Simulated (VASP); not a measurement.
Wanted: the native input for a VASP 6.6.1 run.

```
Task                   : single point
Functional             : PBEsol
Potentials or basis    : VASP PAW PBE potentials, release 64 (Si, Ni)
Cutoff                 : 520 eV
k mesh                 : 12 × 12 × 10
Occupations            : gaussian, width 0.15 eV
Spin                   : no spin polarisation
Dipole correction      : no
Further INCAR settings : ALGO = Fast; EDIFF = 1e-06; NBANDS = 33
```

The structure of SiNi2 lies in POSCAR:

```
SiNi2
1.0
    3.9845175335      0.0000000000      0.0000000000
   -1.9922587668      3.4506934059      0.0000000000
    0.0000000000      0.0000000000      4.9907400586
Si Ni
2 4
Direct
    0.3333333333      0.6666666667      0.7500000000
    0.6666666667      0.3333333333      0.2500000000
    0.0000000000      0.0000000000      0.0000000000
    0.0000000000      0.0000000000      0.5000000000
    0.3333333333      0.6666666667      0.2500000000
    0.6666666667      0.3333333333      0.7500000000
```

This cell differs from its parent crystal: strain +0.030 along x and y, +0.015 along z.

These files were run (other wordings do the same):

INCAR

```
SYSTEM = SiNi2
PREC = Accurate
ENCUT = 520
EDIFF = 1E-6
ISMEAR = 0
SIGMA = 0.15
LREAL = .FALSE.
LASPH = .TRUE.
NELM = 60
ALGO = Fast
ISIF = 2
LWAVE = .FALSE.
LCHARG = .FALSE.
GGA = PS
NBANDS = 33
```

KPOINTS

```
regular mesh
0
G
  12 12 10
  0 0 0
```

Potentials or basis: VASP PAW PBE potentials, release 64 (Si, Ni).

Command:

```bash
$ cat potpaw_PBE.64/Si/POTCAR potpaw_PBE.64/Ni/POTCAR > POTCAR
$ mpirun -np 1 vasp_std > vasp.out
```

Results of the run:

```json
{
 "Pressure": "-14.1 GPa",
 "Band gap on the k mesh": "zero (band 24 reaches 12.63 eV, above the bottom of band 25 at 9.76 eV)"
}
```

Caveat: the cell differs from its parent crystal (strain +0.030 along x and y, +0.015 along z); the PAW data sets were made with another functional, which shifts forces and pressure a little.

It took 2.4 min on 1 thread of Intel(R) Xeon(R) 6975P-C (Granite Rapids), with other jobs on the host, peak memory 0.32 GiB.
